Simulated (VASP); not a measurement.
A run of VASP 6.6.1 is set up as follows.

File INCAR:

```
PREC = Accurate
ENCUT = 520
EDIFF = 1E-6
ISMEAR = -1
SIGMA = 0.01
LREAL = F
LASPH = T
NELM = 80
ALGO = Normal
ISIF = 2
LWAVE = F
LCHARG = F
NBANDS = 26
```

Contents of KPOINTS:

```
regular mesh
0
Gamma
  8 8 5
```

File POSCAR:

```
ZnO
1.0
    3.2601941478      0.0000000000      0.0000000000
   -1.6300970738      2.8234109532      0.0000000000
    0.0000000000      0.0000000000      5.2210884991
Zn O
2 2
Direct
    0.3333333333      0.6666666667      0.0000000000
    0.6666666667      0.3333333333      0.5000000000
    0.3333333333      0.6666666667      0.3821000000
    0.6666666667      0.3333333333      0.8821000000
```

Potentials or basis: VASP PAW LDA potentials, release 64 (Zn, O).

Run with:

```console
$ cat potpaw_LDA.64/Zn/POTCAR potpaw_LDA.64/O/POTCAR > POTCAR
$ mpirun -np 1 vasp_std > vasp.out
```

Task: Predict the band gap on the k mesh.

Result: 0.73 eV, direct.

Task: What does it give for the pressure?

Result: -7.3 GPa.

Task: Estimate the largest force.

Result: 0.040 eV/Å.

Forces in eV/Å, atoms in the order of the input:
```
Zn   0.000  0.000  0.040
Zn   0.000  0.000  0.040
O    0.000  0.000 -0.040
O    0.000  0.000 -0.040
```
